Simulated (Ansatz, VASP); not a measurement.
SiC: VASP beside Ansatz

```
Si C
1.0
     0.00000    2.17110    2.17110
     2.17110    0.00000    2.17110
     2.17110    2.17110    0.00000
Si C
1 1
Direct
  0.00000 0.00000 0.00000
  0.75000 0.75000 0.75000
```

Alike in both runs: task single point; functional r2SCAN; dispersion D4; k mesh 10 × 10 × 10; occupations gaussian, width 0.05 eV; no spin polarisation.

|  | VASP | Ansatz |
| --- | --- | --- |
| version | VASP 6.6.1 | Ansatz 0.2.0 |
| potentials or method | VASP PAW PBE potentials, release 64 (Si, C), cutoff 520 eV | scalar-relativistic, plane waves, PAW |
| valence electrons in the cell | 8 | 8 |

Ansatz gave:

* gap on the k mesh at the Fermi level (eV): 1.71
* least direct gap on the mesh (eV): 5.06
* pressure (GPa): 0.7

Question: Which values does VASP return?

Answer: gap on the k mesh at the Fermi level (eV): 1.72; least direct gap on the mesh (eV): 5.07; pressure (GPa): 0.5.

VASP's potentials were made for PBE, not for r2SCAN.
